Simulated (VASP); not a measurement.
# MoH4 (I-43m) in VASP: a series of runs

MoH4 is run at these levels: PBE; tasks: single point, relaxation of cell and atoms.

All numbers are computed with VASP 6.6.1; they aren't measurements. Logs are shortened: lines on timing, memory, paths and dates and some standing lists are left out, and cuts for length are marked.

### Step 1. The cell of the first run

It takes space group I-43m (No. 217, cubic). The conventional cell has a = 5.074 Å, b = 5.074 Å, c = 5.074 Å, α = 90.00°, β = 90.00°, γ = 90.00°. H (site symmetry 3m) has 1 Mo at 1.11 Å within 1.5 Å. Within 1.5 Å of Mo (site symmetry -43m) lie 4 H at 1.11 Å.

### Step 2. Single point, PBE

Input file INCAR:

```
SYSTEM = MoH4
  PREC = Accurate
  ENCUT = 520
  EDIFF = 1E-7
  ISMEAR = 0
  SIGMA = 0.1
  LREAL = .FALSE.
  LASPH = .TRUE.
  NELM = 60
  ALGO = Normal
  ISIF = 2
  LWAVE = .FALSE.
  LCHARG = .FALSE.
  GGA = PE
  NBANDS = 17
```

Input file KPOINTS:

```
regular mesh
0
G
  6 6 6
  0 0 0
```

Input file POSCAR:

```
MoH4
1.0
   -2.5371941600      2.5371941600      2.5371941600
    2.5371941600     -2.5371941600      2.5371941600
    2.5371941600      2.5371941600     -2.5371941600
H Mo
4 1
Direct
    0.0000000000      0.0000000000      0.7463128600
    0.7463128600      0.0000000000      0.0000000000
    0.0000000000      0.7463128600      0.0000000000
    0.2536871400      0.2536871400      0.2536871400
    0.0000000000      0.0000000000      0.0000000000
```

Potentials or basis: VASP PAW PBE potentials, release 64 (H, Mo_sv).

The run is started by

```bash
$ cat potpaw_PBE.64/H/POTCAR potpaw_PBE.64/Mo_sv/POTCAR > POTCAR
$ mpirun -np 1 vasp_std > vasp.out
```

OUTCAR:

```text
SYSTEM = MoH4
   PREC = Accurate
   ENCUT = 520
   EDIFF = 1E-7
   ISMEAR = 0
   LREAL = .FALSE.
   LASPH = .TRUE.
   NELM = 60
   ISIF = 2
   GGA = PE

 ion  position               nearest neighbor table
   1  0.000  0.000  0.746-   5 1.11
   2  0.746  0.000  0.000-   5 1.11
   3  0.000  0.746  0.000-   5 1.11
   4  0.254  0.254  0.254-   5 1.11
   5  0.000  0.000  0.000-   1 1.11   2 1.11   3 1.11   4 1.11

  LATTYP: Found a body centered cubic cell.
 ALAT       =     5.0743883200

  Lattice vectors:

 A1 = (  -2.5371941600,   2.5371941600,   2.5371941600)
 A2 = (   2.5371941600,  -2.5371941600,   2.5371941600)
 A3 = (   2.5371941600,   2.5371941600,  -2.5371941600)

Analysis of symmetry for initial positions (statically):
=====================================================================
 Subroutine PRICEL returns:
 Original cell was already a primitive cell.

 Routine SETGRP: Setting up the symmetry group for a
 body centered cubic supercell.

 Subroutine GETGRP returns: Found 24 space group operations
 (whereof 24 operations were pure point group operations)
 out of a pool of 48 trial point group operations.

The static configuration has the point symmetry T_d .

Analysis of symmetry for dynamics (positions and initial velocities):
=====================================================================
 Subroutine PRICEL returns:
 Original cell was already a primitive cell.

 Routine SETGRP: Setting up the symmetry group for a
 body centered cubic supercell.

 Subroutine GETGRP returns: Found 24 space group operations
 (whereof 24 operations were pure point group operations)
 out of a pool of 48 trial point group operations.

The dynamic configuration has the point symmetry T_d .

 Subroutine INISYM returns: Found 24 space group operations
 (whereof 24 operations are pure point group operations),
 and found     1 'primitive' translations

----------------------------------------------------------------------------------------

                                     Primitive cell

  volume of cell :      65.3313

  direct lattice vectors                    reciprocal lattice vectors
    -2.537194160  2.537194160  2.537194160     0.000000000  0.197068087  0.197068087
     2.537194160 -2.537194160  2.537194160     0.197068087  0.000000000  0.197068087
     2.537194160  2.537194160 -2.537194160     0.197068087  0.197068087  0.000000000

  length of vectors
     4.394549194  4.394549194  4.394549194     0.278696362  0.278696362  0.278696362

  position of ions in fractional coordinates (direct lattice)
     0.000000000  0.000000000  0.746312860
     0.746312860  0.000000000  0.000000000
     0.000000000  0.746312860  0.000000000
     0.253687140  0.253687140  0.253687140
     0.000000000  0.000000000  0.000000000

  ion indices of the primitive-cell ions
   primitive index   ion index
                 1           1
                 2           2
                 3           3
                 4           4
                 5           5

----------------------------------------------------------------------------------------

 KPOINTS: regular mesh

Automatic generation of k-mesh.
 Grid dimensions read from file:
 generate k-points for:    6    6    6

 Generating k-lattice:

  Cartesian coordinates                     Fractional coordinates (reciprocal lattice)
     0.000000000  0.032844681  0.032844681     0.166666667  0.000000000  0.000000000
     0.032844681  0.000000000  0.032844681     0.000000000  0.166666667  0.000000000
     0.032844681  0.032844681  0.000000000     0.000000000  0.000000000  0.166666667

  Length of vectors
     0.046449394  0.046449394  0.046449394

  Shift w.r.t. Gamma in fractional coordinates (k-lattice)
     0.000000000  0.000000000  0.000000000

 Subroutine IBZKPT returns following result:
 ===========================================

 Found     16 irreducible k-points:

 Following reciprocal coordinates:
            Coordinates               Weight
  0.000000  0.000000  0.000000      1.000000
  0.166667  0.000000  0.000000     12.000000
  0.333333  0.000000  0.000000     12.000000
  0.500000  0.000000  0.000000      6.000000
  0.166667  0.166667  0.000000     24.000000
  0.333333  0.166667  0.000000     48.000000
[... 8 lines left out ...]
  0.500000  0.500000  0.333333     12.000000
  0.500000  0.500000  0.500000      1.000000
   k-points           NKPTS =     16   k-points in BZ     NKDIM =     16   number of bands    NBANDS=     17
   number of dos      NEDOS =    301   number of ions     NIONS =      5
   total plane-waves  NPLWV =  46656
   dimension x,y,z NGX =    36 NGY =   36 NGZ =   36
   dimension x,y,z NGXF=    72 NGYF=   72 NGZF=   72
   ions per type =               4   1
   NGX,Y,Z   is equivalent  to a cutoff of  13.62, 13.62, 13.62 a.u.
   NGXF,Y,Z  is equivalent  to a cutoff of  27.24, 27.24, 27.24 a.u.
 SYSTEM =  MoH4
   PREC   = accura    normal or accurate (medium, high low for compatibility)
   ISTART =      0    job   : 0-new  1-cont  2-samecut
   ICHARG =      2    charge: 1-file 2-atom 10-const
   ISPIN  =      1    spin polarized calculation?
   LNONCOLLINEAR =      F non collinear calculations
   LSORBIT =      F    spin-orbit coupling
   LASPH  =      T    aspherical Exc in radial PAW
   ENCUT  =  520.0 eV  38.22 Ry    6.18 a.u.   8.17  8.17  8.17*2*pi/ulx,y,z
   NELM   =     60;   NELMIN=  2; NELMDL= -5     # of ELM steps
   EDIFF  = 0.1E-06   stopping-criterion for ELM
   LREAL  =      F    real-space projection
   EDIFFG = 0.1E-05   stopping-criterion for IOM
   NSW    =      0    number of steps for IOM
   IBRION =     -1    ionic relax: 0-MD 1-quasi-New 2-CG
   NFREE  =      0    steps in history (QN), initial steepest desc. (CG)
   ISIF   =      2    stress and relaxation
   ISYM   =      2    0-nonsym 1-usesym 2-fastsym
   POTIM  = 0.5000    time-step for ionic-motion
   TEBEG  =    0.0;   TEEND  =   0.0 temperature during run
   PSTRESS=    0.0 pullay stress
   NELECT =      18.0000    total number of electrons
   NUPDOWN=      -1.0000    fix difference up-down
   EMIN   =  10.00;   EMAX   =-10.00  energy-range for DOS
   EFERMI =   0.00;   METHOD = LEGACY
   ISMEAR =     0;   SIGMA  =   0.10  broadening in eV -4-tet -1-fermi 0-gaus
   EFERMI_NEDOS =   21; number of points for ismear=-14 and -15
   IALGO  =     38    algorithm
   IMIX   =      4    mixing-type and parameters
     AMIX     =   0.40;   BMIX     =  1.00
     AMIX_MAG =   1.60;   BMIX_MAG =  1.00
  volume/ion in A,a.u.               =      13.07        88.18
  Fermi-wavevector in a.u.,A,eV,Ry     =   1.065267  2.013063 15.439818  1.134795
  Thomas-Fermi vector in A             =   2.200813
   LORBIT       =      0    0 simple, 1 ext, 2 COOP (PROOUT), +10 PAW based schemes
   GGA     = PE    functional components
   LHFCALC =     F    Hartree Fock is set to
   AEXX    =    0.0000 exact exchange contribution
   IVDW    =     0    specifies the selected vdW correction
   LEPSILON=     F    determine dielectric tensor
   LRPA    =     F    only Hartree local field effects (RPA)
 non-spin polarized calculation
 Gauss-broadening in eV      SIGMA  =   0.10
  energy-cutoff  :      520.00
  volume of cell :       65.33
 maximum number of plane-waves:      1830
 NGX is ok and might be reduce to    36
   NGX = 17   NGY = 17   NGZ = 17

 number of electron      17.9999998 magnetization

 Free energy of the ion-electron system (eV)
  ---------------------------------------------------
  ext. energy  EPLUGINS =         0.00000000
  ---------------------------------------------------
  free energy    TOTEN  =         1.62434667 eV

  energy without entropy =        1.66172077  energy(sigma->0) =        1.64303372

 E-fermi :   0.4083     XC(G=0):  -7.0820

 val. band max:        0.3970764760   @ k =   0.3333   0.0000   0.0000
 cond. band min:       0.4298580209   @ k =   0.1667   0.1667   0.0000
 fundamental gap:      0.0327815449
 Fermi energy:         0.4082576854

 k-point     1 :       0.0000    0.0000    0.0000
  band No.  band energies     occupation
      1     -59.6463      2.00000
      2     -34.7002      2.00000
      3     -34.7002      2.00000
      4     -34.7002      2.00000
      5      -4.5764      2.00000
      6      -4.4638      2.00000
[... 9 lines left out ...]
     16      10.3952      0.00000
     17      10.3952      0.00000

 k-point     2 :       0.1667    0.0000    0.0000
  band No.  band energies     occupation
      1     -59.6462      2.00000
      2     -34.7024      2.00000
      3     -34.7012      2.00000
      4     -34.7002      2.00000
      5      -4.5376      2.00000
      6      -4.4880      2.00000
[... 9 lines left out ...]
     16      10.4051      0.00000
     17      10.5491      0.00000

 k-point     3 :       0.3333    0.0000    0.0000
  band No.  band energies     occupation
      1     -59.6461      2.00000
      2     -34.7066      2.00000
      3     -34.7029      2.00000
      4     -34.7001      2.00000
      5      -4.5353      2.00000
      6      -4.5227      2.00000
[... 9 lines left out ...]
     16      10.8866      0.00000
     17      11.5031      0.00000

 k-point     4 :       0.5000    0.0000    0.0000
  band No.  band energies     occupation
      1     -59.6459      2.00000
      2     -34.7088      2.00000
      3     -34.7039      2.00000
      4     -34.7001      2.00000
      5      -4.5587      2.00000
      6      -4.5258      2.00000
[... 9 lines left out ...]
     16      11.2695      0.00000
     17      11.7384      0.00000

 k-point     5 :       0.1667    0.1667    0.0000
  band No.  band energies     occupation
      1     -59.6461      2.00000
      2     -34.7053      2.00000
      3     -34.7021      2.00000
      4     -34.7007      2.00000
      5      -4.5275      2.00000
      6      -4.4327      2.00000
[... 9 lines left out ...]
     16      11.2580      0.00000
     17      11.4754      0.00000

 k-point     6 :       0.3333    0.1667    0.0000
  band No.  band energies     occupation
      1     -59.6459      2.00000
      2     -34.7077      2.00000
      3     -34.7040      2.00000
      4     -34.7009      2.00000
      5      -4.5498      2.00000
      6      -4.4349      2.00000
[... 9 lines left out ...]
     16      11.3349      0.00000
     17      11.6962      0.00000

 k-point     7 :       0.3333    0.3333    0.0000
  band No.  band energies     occupation
      1     -59.6459      2.00000
      2     -34.7063      2.00000
      3     -34.7063      2.00000
      4     -34.7015      2.00000
      5      -4.5568      2.00000
      6      -4.2796      2.00000
[... 9 lines left out ...]
     16      10.7742      0.00000
     17      13.3011      0.00000

 k-point     8 :       0.1667    0.1667    0.1667
  band No.  band energies     occupation
      1     -59.6460      2.00000
      2     -34.7071      2.00000
      3     -34.7022      2.00000
      4     -34.7022      2.00000
      5      -4.4747      2.00000
      6      -4.4747      2.00000
[... 9 lines left out ...]
     16      11.5269      0.00000
     17      12.2659      0.00000
[... 43 lines left out ...]
      1     -59.6460      2.00000
      2     -34.7064      2.00000
      3     -34.7039      2.00000
      4     -34.7020      2.00000
      5      -4.4599      2.00000
      6      -4.3945      2.00000
[... 9 lines left out ...]
     16      11.0863      0.00000
     17      11.5154      0.00000

 k-point    12 :       0.5000    0.5000    0.1667
  band No.  band energies     occupation
      1     -59.6459      2.00000
      2     -34.7085      2.00000
      3     -34.7048      2.00000
      4     -34.7019      2.00000
      5      -4.4708      2.00000
      6      -4.3967      2.00000
[... 9 lines left out ...]
     16      10.3719      0.00000
     17      10.9900      0.00000

 k-point    13 :      -0.3333    0.5000    0.1667
  band No.  band energies     occupation
      1     -59.6459      2.00000
      2     -34.7076      2.00000
      3     -34.7060      2.00000
      4     -34.7030      2.00000
      5      -4.4415      2.00000
      6      -4.2580      2.00000
[... 9 lines left out ...]
     16       9.9799      0.00000
     17      12.6681      0.00000

 k-point    14 :      -0.3333    0.3333    0.3333
  band No.  band energies     occupation
      1     -59.6459      2.00000
      2     -34.7062      2.00000
      3     -34.7058      2.00000
      4     -34.7057      2.00000
      5      -4.2496      2.00000
      6      -4.2465      2.00000
[... 9 lines left out ...]
     16      11.1174      0.00000
     17      13.2783      0.00000

 k-point    15 :       0.5000    0.5000    0.3333
  band No.  band energies     occupation
      1     -59.6458      2.00000
      2     -34.7080      2.00000
      3     -34.7067      2.00000
      4     -34.7058      2.00000
      5      -4.2511      2.00000
      6      -4.2017      2.00000
[... 9 lines left out ...]
     16      11.0643      0.00000
     17      13.3990      0.00000

 k-point    16 :       0.5000    0.5000    0.5000
  band No.  band energies     occupation
      1     -59.6459      2.00000
      2     -34.7078      2.00000
      3     -34.7078      2.00000
      4     -34.7078      2.00000
      5      -4.1277      2.00000
      6      -4.1277      2.00000
[... 9 lines left out ...]
     16      11.3701      0.00000
     17      15.7683      0.00000

------------------------ aborting loop because EDIFF is reached ----------------------------------------

  FORCE on cell =-STRESS in cart. coord.  units (eV):
  Direction    XX          YY          ZZ          XY          YZ          ZX
  --------------------------------------------------------------------------------------
  -------------------------------------------------------------------------------------
  Total       39.3708442     39.3708442     39.3708442      0.0000000      0.0000000      0.0000000
  in kB      965.5265250    965.5265250    965.5265250      0.0000000      0.0000000      0.0000000
  external PRESSURE =     965.5265250 kB  Pullay stress =       0.0000000 kB

 VOLUME and BASIS-vectors are now :
 -----------------------------------------------------------------------------
  energy-cutoff  :      520.00
  volume of cell :       65.33
      direct lattice vectors                 reciprocal lattice vectors
    -2.537194160  2.537194160  2.537194160     0.000000000  0.197068087  0.197068087
     2.537194160 -2.537194160  2.537194160     0.197068087  0.000000000  0.197068087
     2.537194160  2.537194160 -2.537194160     0.197068087  0.197068087  0.000000000

 POSITION                                       TOTAL-FORCE (eV/Angst)
 -----------------------------------------------------------------------------------
      1.89354      1.89354     -1.89354       -15.749390    -15.749390     15.749390
     -1.89354      1.89354      1.89354        15.749390    -15.749390    -15.749390
      1.89354     -1.89354      1.89354       -15.749390     15.749390    -15.749390
      0.64365      0.64365      0.64365        15.749390     15.749390     15.749390
      0.00000      0.00000      0.00000         0.000000     -0.000000     -0.000000
 -----------------------------------------------------------------------------------
    total drift:                                0.000001      0.000001      0.000001

  FREE ENERGIE OF THE ION-ELECTRON SYSTEM (eV)
  ---------------------------------------------------
  free  energy   TOTEN  =         1.6243466660 eV

  energy  without entropy=        1.6617207714  energy(sigma->0) =        1.64303372
```

Wall time 9.3 s (1 thread of Intel Xeon 6975P-C (Granite Rapids), shared host); peak memory 0.19 GiB.

What came out:

```yaml
Free_energy: 1.6243 eV
Pressure: 96.6 GPa
Largest_force: 27.279 eV/Å
Band_gap_on_the_k_mesh: zero (band 9 reaches 0.59 eV, above the bottom of band 10 at -0.25 eV)
```

Forces on the atoms (eV/Å):
```
H   -15.749 -15.749  15.749
H    15.749 -15.749 -15.749
H   -15.749  15.749 -15.749
H    15.749  15.749  15.749
Mo    0.000   0.000   0.000
```

Caveat: forces of over 1 eV/Å act on the atoms, so gaps and moduli don't describe the material at rest.

### Step 3. Relaxation of cell and atoms, PBE

Input file INCAR:

```
  PREC = Accurate
  ENCUT = 600
  EDIFF = 1E-6
  ISMEAR = 0
  SIGMA = 0.1
  LREAL = F
  LASPH = T
  NELM = 60
  ALGO = Normal
  ISIF = 3
  LWAVE = F
  LCHARG = F
  GGA = PE
  IBRION = 2
  NSW = 90
  EDIFFG = -0.04
```

Input file KPOINTS:

```
Automatic mesh
0
Gamma
  6 6 6
```

POSCAR is that of step 2.

Potentials or basis: VASP PAW PBE potentials, release 64 (H, Mo_sv).

The run is started by

```bash
$ cat potpaw_PBE.64/H/POTCAR potpaw_PBE.64/Mo_sv/POTCAR > POTCAR
$ mpirun -np 1 vasp_std > vasp.out
```

Wall time 3.2 min (1 thread of Intel Xeon 6975P-C (Granite Rapids), shared host); peak memory 0.22 GiB.

The run converged. Its results:

| Quantity | Value |
| --- | --- |
| Free energy | -21.4789 eV |
| Relaxed volume | 7.34 Å³/atom |
| Relaxed cell | a = 3.627 Å, b = 3.627 Å, c = 3.627 Å, α = 109.47°, β = 109.47°, γ = 109.47° |
| Space group after relaxing (to 0.05 Å) | Im-3m (No. 229) |
| Energy gained by relaxing | 4618.7 meV/atom |
| Ionic steps | 39 |
| Pressure after relaxing | -0.3 GPa |
| Band gap on the k mesh | zero (band 9 reaches 4.59 eV, above the bottom of band 10 at 3.55 eV) |

The path:
```tsv
step	energy change (eV)	largest force (eV/Å)	pressure (GPa)	volume (Å³)
1	0.0000	27.2600	96.65	65.33
2	-11.8138	1.6339	-8.55	171.79
3	-11.8052	1.5921	-8.63	170.41
4	-11.7959	1.4999	-8.81	167.63
5	-16.4361	1.8560	-13.88	108.58
6	-20.4699	1.0527	-8.29	85.13
7	-20.5278	1.8741	5.08	74.80
8	-20.8229	0.0831	-3.77	80.30
9	-20.8394	0.2752	-2.15	79.03
10	-20.8393	0.1886	-2.55	79.32
11	-20.8830	0.2798	-2.39	77.12
12	-21.0193	0.5817	-1.76	70.78
13	-21.3006	1.3184	0.69	59.15
14	-21.5310	3.3472	18.74	39.85
15	-21.3492	3.9217	31.05	35.39
16	-21.4884	3.5284	21.80	38.57
17	-21.4922	3.5288	21.94	38.48
18	-21.5034	3.5313	22.32	38.23
19	-21.5242	3.5346	23.18	37.72
20	-21.5588	3.5387	25.10	36.71
21	-21.5949	3.5320	29.94	34.76
22	-21.4849	3.4800	43.52	31.06
23	-21.5732	3.5537	32.95	33.83
24	-21.6277	3.4615	32.30	33.83
25	-21.7828	3.1935	30.39	33.81
26	-22.0566	2.6984	26.79	33.76
27	-22.4776	1.8655	20.55	33.68
28	-22.9253	0.6117	12.86	33.50
29	-22.9799	0.0680	12.14	33.42
30	-22.9800	0.0124	12.17	33.41
31	-23.0106	0.0604	10.15	33.86
32	-23.0677	0.1707	4.79	35.23
33	-23.0526	0.2525	-3.33	38.08
34	-23.0797	0.2299	0.92	36.44
35	-23.0798	0.2264	1.25	36.33
36	-23.0840	0.1892	0.96	36.39
37	-23.0919	0.0820	0.22	36.58
38	-23.0892	0.1132	-0.83	36.95
39	-23.0936	0.0010	-0.27	36.72
```

Final structure:
```
CELL_PARAMETERS angstrom
-2.09393 2.09393 2.09393
2.09393 -2.09393 2.09393
2.09393 2.09393 -2.09393
ATOMIC_POSITIONS crystal
H 0.00000 0.00000 0.50004
H 0.50004 0.00000 0.00000
H 0.00000 0.50004 0.00000
H 0.49996 0.49996 0.49996
Mo 0.00000 0.00000 0.00000
```

Levels at points of the mesh, in eV from the Fermi level:
```
           k point  band 7  band 8  band 9  band 10  band 11  band 12
(0.00, 0.00, 0.00)   -4.55   -4.55    0.40     0.40    10.16    10.16
(0.50, 0.00, 0.00)   -4.41   -0.21    0.04     0.38     0.57     1.96
(0.50, 0.50, 0.50)   -2.84   -2.13   -2.13     0.33     0.33     0.33
```

Caveat: the volume moved by over 15 % at a fixed basis, so the end points are rough.
